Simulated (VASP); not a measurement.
# Sc (Fm-3m) in VASP: further runs

Sc is run at these levels: LDA; tasks: single point.

Everything below comes from runs of VASP 6.6.1. Logs are shortened: lines on timing, memory, paths and dates and some standing lists are left out, and cuts for length are marked.

### Step 1. The cell of the first run

The structure is cubic, space group Fm-3m (No. 225). The conventional cell has a = 4.158 Å, b = 4.158 Å, c = 4.158 Å, α = 90.00°, β = 90.00°, γ = 90.00°. Within 3.9 Å of Sc (site symmetry m-3m) lie 12 Sc at 2.94 Å.

### Step 2. Single point, LDA

INCAR

```
SYSTEM = Sc
PREC = Accurate
ENCUT = 520
EDIFF = 1E-6
ISMEAR = -1
SIGMA = 0.1
LREAL = .FALSE.
LASPH = .TRUE.
NELM = 100
ALGO = Normal
ISIF = 2
LWAVE = .FALSE.
LCHARG = .FALSE.
GGA = CA
NBANDS = 12
```

KPOINTS

```
regular mesh
0
G
  15 15 15
  0 0 0
```

POSCAR

```
Sc
1.0
    0.0000000000      2.0789737397      2.0789737397
    2.0789737397      0.0000000000      2.0789737397
    2.0789737397      2.0789737397      0.0000000000
Sc
1
Direct
    0.0000000000      0.0000000000      0.0000000000
```

Potentials or basis: VASP PAW LDA potentials, release 64 (Sc_sv).

Launch:

```
$ cat potpaw_LDA.64/Sc_sv/POTCAR > POTCAR
$ mpirun -np 1 vasp_std > vasp.out
```

OUTCAR:

```text
SYSTEM = Sc
   PREC = Accurate
   ENCUT = 520
   EDIFF = 1E-6
   ISMEAR = -1
   LREAL = .FALSE.
   LASPH = .TRUE.
   NELM = 100
   ISIF = 2
   GGA = CA

 ion  position               nearest neighbor table
   1  0.000  0.000  0.000-

  LATTYP: Found a face centered cubic cell.
 ALAT       =     4.1579474794

  Lattice vectors:

 A1 = (   0.0000000000,   2.0789737397,   2.0789737397)
 A2 = (   2.0789737397,   0.0000000000,   2.0789737397)
 A3 = (   2.0789737397,   2.0789737397,   0.0000000000)

Analysis of symmetry for initial positions (statically):
[... 5 lines left out ...]
 face centered cubic supercell.

 Subroutine GETGRP returns: Found 48 space group operations
 (whereof 48 operations were pure point group operations)
 out of a pool of 48 trial point group operations.

The static configuration has the point symmetry O_h .

Analysis of symmetry for dynamics (positions and initial velocities):
[... 5 lines left out ...]
 face centered cubic supercell.

 Subroutine GETGRP returns: Found 48 space group operations
 (whereof 48 operations were pure point group operations)
 out of a pool of 48 trial point group operations.

The dynamic configuration has the point symmetry O_h .

 Subroutine INISYM returns: Found 48 space group operations
 (whereof 48 operations are pure point group operations),
 and found     1 'primitive' translations

----------------------------------------------------------------------------------------

                                     Primitive cell

  volume of cell :      17.9712

  direct lattice vectors                    reciprocal lattice vectors
     0.000000000  2.078973740  2.078973740    -0.240503278  0.240503278  0.240503278
     2.078973740  0.000000000  2.078973740     0.240503278 -0.240503278  0.240503278
     2.078973740  2.078973740  0.000000000     0.240503278  0.240503278 -0.240503278

  length of vectors
     2.940112859  2.940112859  2.940112859     0.416563897  0.416563897  0.416563897

  position of ions in fractional coordinates (direct lattice)
     0.000000000  0.000000000  0.000000000

  ion indices of the primitive-cell ions
   primitive index   ion index
                 1           1

----------------------------------------------------------------------------------------

 KPOINTS: regular mesh

Automatic generation of k-mesh.
 Grid dimensions read from file:
 generate k-points for:   15   15   15

 Generating k-lattice:

  Cartesian coordinates                     Fractional coordinates (reciprocal lattice)
    -0.016033552  0.016033552  0.016033552     0.066666667  0.000000000  0.000000000
     0.016033552 -0.016033552  0.016033552     0.000000000  0.066666667  0.000000000
     0.016033552  0.016033552 -0.016033552     0.000000000  0.000000000  0.066666667

  Length of vectors
     0.027770926  0.027770926  0.027770926

  Shift w.r.t. Gamma in fractional coordinates (k-lattice)
     0.000000000  0.000000000  0.000000000

 Subroutine IBZKPT returns following result:
 ===========================================

 Found    120 irreducible k-points:

 Following reciprocal coordinates:
            Coordinates               Weight
  0.000000  0.000000  0.000000      1.000000
  0.066667  0.000000  0.000000      8.000000
  0.133333  0.000000  0.000000      8.000000
  0.200000  0.000000  0.000000      8.000000
  0.266667  0.000000  0.000000      8.000000
  0.333333  0.000000  0.000000      8.000000
[... 16 lines left out ...]
  0.133333  0.133333  0.000000      6.000000
  0.200000  0.133333  0.000000     24.000000
 [... further k-points ...]
   k-points           NKPTS =    120   k-points in BZ     NKDIM =    120   number of bands    NBANDS=     12
   number of dos      NEDOS =    301   number of ions     NIONS =      1
   total plane-waves  NPLWV =  13824
   dimension x,y,z NGX =    24 NGY =   24 NGZ =   24
   dimension x,y,z NGXF=    48 NGYF=   48 NGZF=   48
   ions per type =               1
   NGX,Y,Z   is equivalent  to a cutoff of  13.57, 13.57, 13.57 a.u.
   NGXF,Y,Z  is equivalent  to a cutoff of  27.14, 27.14, 27.14 a.u.
 SYSTEM =  Sc
   PREC   = accura    normal or accurate (medium, high low for compatibility)
   ISTART =      0    job   : 0-new  1-cont  2-samecut
   ICHARG =      2    charge: 1-file 2-atom 10-const
   ISPIN  =      1    spin polarized calculation?
   LNONCOLLINEAR =      F non collinear calculations
   LSORBIT =      F    spin-orbit coupling
   LASPH  =      T    aspherical Exc in radial PAW
   ENCUT  =  520.0 eV  38.22 Ry    6.18 a.u.   5.47  5.47  5.47*2*pi/ulx,y,z
   NELM   =    100;   NELMIN=  2; NELMDL= -5     # of ELM steps
   EDIFF  = 0.1E-05   stopping-criterion for ELM
   LREAL  =      F    real-space projection
   EDIFFG = 0.1E-04   stopping-criterion for IOM
   NSW    =      0    number of steps for IOM
   IBRION =     -1    ionic relax: 0-MD 1-quasi-New 2-CG
   NFREE  =      0    steps in history (QN), initial steepest desc. (CG)
   ISIF   =      2    stress and relaxation
   ISYM   =      2    0-nonsym 1-usesym 2-fastsym
   POTIM  = 0.5000    time-step for ionic-motion
   TEBEG  =    0.0;   TEEND  =   0.0 temperature during run
   PSTRESS=    0.0 pullay stress
   NELECT =      11.0000    total number of electrons
   NUPDOWN=      -1.0000    fix difference up-down
   EMIN   =  10.00;   EMAX   =-10.00  energy-range for DOS
   EFERMI =   0.00;   METHOD = LEGACY
   ISMEAR =    -1;   SIGMA  =   0.10  broadening in eV -4-tet -1-fermi 0-gaus
   EFERMI_NEDOS =   21; number of points for ismear=-14 and -15
   IALGO  =     38    algorithm
   IMIX   =      4    mixing-type and parameters
     AMIX     =   0.40;   BMIX     =  1.00
     AMIX_MAG =   1.60;   BMIX_MAG =  1.00
  volume/ion in A,a.u.               =      17.97       121.28
  Fermi-wavevector in a.u.,A,eV,Ry     =   1.389995  2.626711 26.287646  1.932087
  Thomas-Fermi vector in A             =   2.513973
   LORBIT       =      0    0 simple, 1 ext, 2 COOP (PROOUT), +10 PAW based schemes
   GGA     = CA    functional components
   LHFCALC =     F    Hartree Fock is set to
   AEXX    =    0.0000 exact exchange contribution
   IVDW    =     0    specifies the selected vdW correction
   LEPSILON=     F    determine dielectric tensor
   LRPA    =     F    only Hartree local field effects (RPA)
 non-spin polarized calculation
  energy-cutoff  :      520.00
  volume of cell :       17.97
 maximum number of plane-waves:       531
 NGX is ok and might be reduce to    24

 number of electron      10.9999999 magnetization

 Free energy of the ion-electron system (eV)
  ---------------------------------------------------
  ext. energy  EPLUGINS =         0.00000000
  ---------------------------------------------------
  free energy    TOTEN  =        -6.48853967 eV

  energy without entropy =       -6.44940354  energy(sigma->0) =       -6.46897160

 E-fermi :   5.5792     XC(G=0): -11.5206

 val. band max:        5.5576726993   @ k =   0.3333   0.2667   0.0667
 cond. band min:       5.5830889886   @ k =  -0.4000   0.2000   0.0000
 fundamental gap:      0.0254162893
 Fermi energy:         5.5791898716

 k-point     1 :       0.0000    0.0000    0.0000
  band No.  band energies     occupation
      1     -42.5390      2.00000
      2     -20.9350      2.00000
      3     -20.9350      2.00000
      4     -20.9350      2.00000
      5       0.0602      2.00000
      6       7.5004      0.00000
      7       7.5004      0.00000
      8       7.5004      0.00000
      9       9.5671      0.00000
     10       9.5671      0.00000
     11      20.0293      0.00000
     12      24.7267      0.00000

 k-point     2 :       0.0667    0.0000    0.0000
  band No.  band energies     occupation
      1     -42.5293      2.00000
      2     -20.9872      2.00000
      3     -20.9411      2.00000
      4     -20.9411      2.00000
      5       0.2144      2.00000
      6       7.3778      0.00000
      7       7.5630      0.00000
      8       7.5630      0.00000
      9       9.5173      0.00000
     10       9.5173      0.00000
     11      20.2500      0.00000
     12      23.6750      0.00000

 k-point     3 :       0.1333    0.0000    0.0000
  band No.  band energies     occupation
      1     -42.5017      2.00000
      2     -21.1330      2.00000
      3     -20.9581      2.00000
      4     -20.9581      2.00000
      5       0.6565      2.00000
      6       7.0629      0.00000
      7       7.7126      0.00000
      8       7.7126      0.00000
      9       9.4212      0.00000
     10       9.4212      0.00000
     11      20.7693      0.00000
     12      21.9793      0.00000

 k-point     4 :       0.2000    0.0000    0.0000
  band No.  band energies     occupation
      1     -42.4607      2.00000
      2     -21.3431      2.00000
      3     -20.9831      2.00000
      4     -20.9831      2.00000
      5       1.3234      2.00000
      6       6.6817      0.00003
      7       7.8215      0.00000
      8       7.8215      0.00000
      9       9.4374      0.00000
     10       9.4374      0.00000
     11      20.2817      0.00000
     12      21.2649      0.00000

 k-point     5 :       0.2667    0.0000    0.0000
  band No.  band energies     occupation
      1     -42.4132      2.00000
      2     -21.5781      2.00000
      3     -21.0116      2.00000
      4     -21.0116      2.00000
      5       2.0985      2.00000
      6       6.3833      0.00064
      7       7.7608      0.00000
      8       7.7608      0.00000
      9       9.7130      0.00000
     10       9.7130      0.00000
     11      18.8070      0.00000
     12      21.1034      0.00000

 k-point     6 :       0.3333    0.0000    0.0000
  band No.  band energies     occupation
      1     -42.3674      2.00000
      2     -21.7971      2.00000
      3     -21.0386      2.00000
      4     -21.0386      2.00000
      5       2.7980      2.00000
      6       6.3180      0.00124
      7       7.5873      0.00000
      8       7.5873      0.00000
      9      10.1717      0.00000
     10      10.1717      0.00000
     11      17.4689      0.00000
     12      20.4449      0.00000

 k-point     7 :       0.4000    0.0000    0.0000
  band No.  band energies     occupation
      1     -42.3313      2.00000
      2     -21.9645      2.00000
      3     -21.0596      2.00000
      4     -21.0596      2.00000
      5       3.2362      2.00000
      6       6.5452      0.00013
      7       7.4187      0.00000
      8       7.4187      0.00000
      9      10.6275      0.00000
     10      10.6275      0.00000
     11      16.3428      0.00000
     12      19.7719      0.00000

 k-point     8 :       0.4667    0.0000    0.0000
  band No.  band energies     occupation
      1     -42.3114      2.00000
      2     -22.0549      2.00000
      3     -21.0710      2.00000
      4     -21.0710      2.00000
      5       3.4045      2.00000
      6       6.8358      0.00001
      7       7.3212      0.00000
      8       7.3212      0.00000
      9      10.9109      0.00000
     10      10.9109      0.00000
     11      15.6473      0.00000
     12      19.3880      0.00000
[... 166 lines left out ...]
 k-point    20 :      -0.2000    0.0667    0.0000
  band No.  band energies     occupation
      1     -42.4384      2.00000
      2     -21.4288      2.00000
      3     -21.0399      2.00000
      4     -20.9798      2.00000
      5       1.6963      2.00000
      6       6.4901      0.00022
      7       7.7602      0.00000
      8       7.9353      0.00000
      9       9.1308      0.00000
     10       9.8657      0.00000
     11      19.8514      0.00000
     12      21.3514      0.00000

 k-point    21 :      -0.1333    0.0667    0.0000
  band No.  band energies     occupation
      1     -42.4815      2.00000
      2     -21.2172      2.00000
      3     -21.0048      2.00000
      4     -20.9563      2.00000
      5       0.9838      2.00000
      6       6.8426      0.00001
      7       7.7802      0.00000
      8       7.8424      0.00000
      9       9.1191      0.00000
     10       9.6399      0.00000
     11      21.0394      0.00000
     12      21.4220      0.00000

 k-point    22 :      -0.0667    0.0667    0.0000
  band No.  band energies     occupation
      1     -42.5136      2.00000
      2     -21.0597      2.00000
      3     -20.9698      2.00000
      4     -20.9425      2.00000
      5       0.4646      2.00000
      6       7.1802      0.00000
      7       7.6582      0.00000
      8       7.6706      0.00000
      9       9.3212      0.00000
     10       9.5748      0.00000
     11      20.5773      0.00000
     12      22.7879      0.00000

 k-point    23 :       0.1333    0.1333    0.0000
  band No.  band energies     occupation
      1     -42.4893      2.00000
      2     -21.1284      2.00000
      3     -21.0003      2.00000
      4     -21.0003      2.00000
      5       0.8489      2.00000
      6       6.8052      0.00001
      7       7.9075      0.00000
      8       7.9075      0.00000
      9       8.8440      0.00000
     10       9.7740      0.00000
     11      21.1061      0.00000
     12      22.6506      0.00000

 k-point    24 :       0.2000    0.1333    0.0000
  band No.  band energies     occupation
      1     -42.4588      2.00000
      2     -21.2645      2.00000
      3     -21.0330      2.00000
      4     -21.0242      2.00000
      5       1.3398      2.00000
      6       6.4780      0.00025
      7       8.0081      0.00000
      8       8.1076      0.00000
      9       8.6655      0.00000
     10       9.8777      0.00000
     11      21.4568      0.00000
     12      21.7226      0.00000

 [... further k-points ...]
[... 5 lines left out ...]
  --------------------------------------------------------------------------------------
  -------------------------------------------------------------------------------------
  Total        2.0566876      2.0566876      2.0566876      0.0000000      0.0000000     -0.0000000
  in kB      183.3588663    183.3588663    183.3588663      0.0000000      0.0000000     -0.0000000
  external PRESSURE =     183.3588663 kB  Pullay stress =       0.0000000 kB

 VOLUME and BASIS-vectors are now :
 -----------------------------------------------------------------------------
  energy-cutoff  :      520.00
  volume of cell :       17.97
      direct lattice vectors                 reciprocal lattice vectors
     0.000000000  2.078973740  2.078973740    -0.240503278  0.240503278  0.240503278
     2.078973740  0.000000000  2.078973740     0.240503278 -0.240503278  0.240503278
     2.078973740  2.078973740  0.000000000     0.240503278  0.240503278 -0.240503278

 POSITION                                       TOTAL-FORCE (eV/Angst)
 -----------------------------------------------------------------------------------
      0.00000      0.00000      0.00000         0.000000      0.000000     -0.000000
 -----------------------------------------------------------------------------------
    total drift:                               -0.000000      0.000000     -0.000000

  FREE ENERGIE OF THE ION-ELECTRON SYSTEM (eV)
  ---------------------------------------------------
  free  energy   TOTEN  =        -6.4885396711 eV

  energy  without entropy=       -6.4494035376  energy(sigma->0) =       -6.46897160
```

Wall time 6.8 s (1 thread of Intel Xeon 6975P-C (Granite Rapids), shared host); peak memory 0.14 GiB.

What came out:

- Free energy: -6.4885 eV
- Pressure: 18.3 GPa

Levels at points of the mesh, in eV from the Fermi level:
| k point | band 2 | band 3 | band 4 | band 5 | band 6 | band 7 | band 8 | band 9 |
| --- | --- | --- | --- | --- | --- | --- | --- | --- |
| (0.00, 0.00, 0.00) | -26.51 | -26.51 | -26.51 | -5.52 | 1.92 | 1.92 | 1.92 | 3.99 |

### Step 3. Single point, LDA

INCAR

```
SYSTEM = Sc
PREC     = Accurate       ! precision mode
ENCUT    = 520            ! plane-wave cutoff, eV
EDIFF    = 1E-6           ! SCF threshold, eV
ISMEAR   = -5             ! smearing method
SIGMA    = 0.1            ! smearing width, eV
LREAL    = .False.        ! projectors in reciprocal space
LASPH    = .True.         ! aspherical terms in the spheres
NELM     = 100            ! most SCF steps
ALGO     = Normal         ! electronic algorithm
ISIF     = 2              ! what is computed and relaxed
LWAVE    = .False.        ! write WAVECAR
LCHARG   = .False.        ! write CHGCAR
GGA      = CA             ! functional
NBANDS   = 12             ! bands
```

KPOINTS

```
Automatic mesh
0
Gamma
  15 15 15
  0 0 0
```

POSCAR is that of step 2.

Potentials or basis: VASP PAW LDA potentials, release 64 (Sc_sv).

Launch:

```
$ cat potpaw_LDA.64/Sc_sv/POTCAR > POTCAR
$ mpirun -np 1 vasp_std > vasp.out
```

Wall time 6.9 s (1 thread of Intel Xeon 6975P-C (Granite Rapids), shared host); peak memory 0.14 GiB.

It converged, with:

| Quantity | Value |
| --- | --- |
| Free energy | -6.4689 eV |
| Pressure | 18.2 GPa |

Levels at points of the mesh, in eV from the Fermi level:
| k point | band 1 | band 2 | band 3 | band 4 | band 5 | band 6 | band 7 | band 8 | band 9 | band 10 |
| --- | --- | --- | --- | --- | --- | --- | --- | --- | --- | --- |
| (0.00, 0.00, 0.00) | -48.10 | -26.50 | -26.50 | -26.50 | -5.50 | 1.94 | 1.94 | 1.94 | 4.01 | 4.01 |

Caveat: tetrahedron occupations give inexact forces and stress in metals.
